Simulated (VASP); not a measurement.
Here is a VASP 6.6.1 calculation.

File POSCAR:

```
BN
1.0
    0.0000000000      3.2928550384      2.1632762179
    1.2509583998      0.0000000000      2.1632762179
    1.2509583998      3.2928550384      0.0000000000
B N
1 1
Direct
    0.0001138443      0.0001138443      0.9998861557
    0.6665861457      0.6665861457      0.3334138543
```

File INCAR.step1:

```
SYSTEM = BN
PREC = Accurate
ENCUT = 520
EDIFF = 1E-5
ISMEAR = 0
SIGMA = 0.01
LREAL = .FALSE.
LASPH = .TRUE.
NELM = 80
ALGO = Normal
ISIF = 2
LWAVE = .TRUE.
LCHARG = .FALSE.
GGA = PE
NBANDS = 11
```

INCAR.step2

```
SYSTEM = BN
PREC = Accurate
ENCUT = 520
EDIFF = 1E-6
ISMEAR = 0
SIGMA = 0.01
LREAL = .FALSE.
LASPH = .TRUE.
NELM = 80
ALGO = Normal
ISIF = 2
LWAVE = .FALSE.
LCHARG = .FALSE.
GGA = PE
LHFCALC = .TRUE.
HFSCREEN = 0.2079
PRECFOCK = Normal
ISTART = 1
NBANDS = 11
```

File KPOINTS:

```
regular mesh
0
G
  8 8 8
  0 0 0
```

Potentials or basis: VASP PAW PBE potentials, release 64 (B, N).

Run with:

```console
$ cat potpaw_PBE.64/B/POTCAR potpaw_PBE.64/N/POTCAR > POTCAR
$ cp INCAR.step1 INCAR
$ mpirun -np 1 vasp_std > vasp.out
$ cp INCAR.step2 INCAR
$ mpirun -np 1 vasp_std > vasp.out
```

Task: What does it give for the pressure?

Result: -0.2 GPa.

Task: Estimate the largest force.

Result: 0.003 eV/Å.

Task: What does it give for the band gap on the k mesh?

Result: 4.68 eV (least direct gap 6.16 eV).

Forces in eV/Å, atoms in the order of the input:
```
B    0.000  0.000  0.003
N    0.000  0.000 -0.003
```

Caveat: the PAW data sets were made with another functional, which shifts forces and pressure a little. A k mesh can miss the band edges.
